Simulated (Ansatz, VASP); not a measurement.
**Sn3SeS2 in VASP and in Ansatz**

```
Sn Se S
1.0
     4.18688    0.00000    0.00000
    -2.09344    3.62594    0.00000
     0.00000    0.00000   10.24820
Sn Se S
3 1 2
Cartesian
  0.0000 0.0000 0.0000
  0.0000 2.4173 6.9248
  2.0934 1.2086 3.3234
  0.0000 0.0000 5.1241
  2.0934 1.2086 8.5857
  0.0000 2.4173 1.6625
```

Alike in both runs: functional PBE; k mesh 12 × 12 × 4; occupations gaussian, width 0.02 eV; no spin polarisation.

Ansatz relaxed the structure, and its values are those at the end. VASP's run is a single point on that final structure, the one shown.

```csv
,VASP,Ansatz
version,VASP 6.6.1,Ansatz 0.2.0
potentials or method,"VASP PAW PBE potentials, release 64 (Sn_d, Se, S), cutoff 520 eV","scalar-relativistic, plane waves, PAW"
valence electrons in the cell,60,70
```

```csv
,VASP,Ansatz,Ansatz less VASP
gap on the k mesh at the Fermi level (eV),0.42,0.42,0.000
least direct gap on the mesh (eV),0.50,0.50,+0.001
pressure (GPa),0.0,0.0,+0.03
```

The functional is the same, so the differences come from potentials, cutoffs and numerics. VASP's potentials hold 60 valence electrons a cell and Ansatz's 70, so a difference there can come from the potentials and not from the codes.
